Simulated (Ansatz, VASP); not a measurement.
# GaP in VASP and in Ansatz

```
CELL_PARAMETERS angstrom
0.00000 2.86833 2.72525
2.72525 0.00000 2.72525
2.72525 2.86833 0.00000
ATOMIC_POSITIONS crystal
Ga 0.00000 0.00000 0.00000
P 0.75000 0.75000 0.75000
```

Change from the starting cell: strain +0.0525 x Voigt [0, 1, 0, 0, 0, 0], atoms carried along.

Alike in both runs: task single point; functional r2SCAN; k mesh 8 × 8 × 8; occupations gaussian, width 0.05 eV; no spin polarisation.

|  | VASP | Ansatz |
| --- | --- | --- |
| version | VASP 6.6.1 | Ansatz 0.2.0 |
| potentials or method | VASP PAW PBE potentials, release 64 (Ga_d, P), cutoff 520 eV | scalar-relativistic, plane waves, PAW |
| valence electrons in the cell | 18 | 18 |

```tsv
	VASP	Ansatz	Ansatz less VASP
gap on the k mesh at the Fermi level (eV)	1.71	1.71	-0.001
least direct gap on the mesh (eV)	1.77	1.79	+0.020
pressure (GPa)	-4.1	-4.0	+0.08
traceless stress, the component that is largest in VASP (GPa)	-2.97	-2.98	-0.007
```

VASP's potentials were made for PBE, not for r2SCAN.
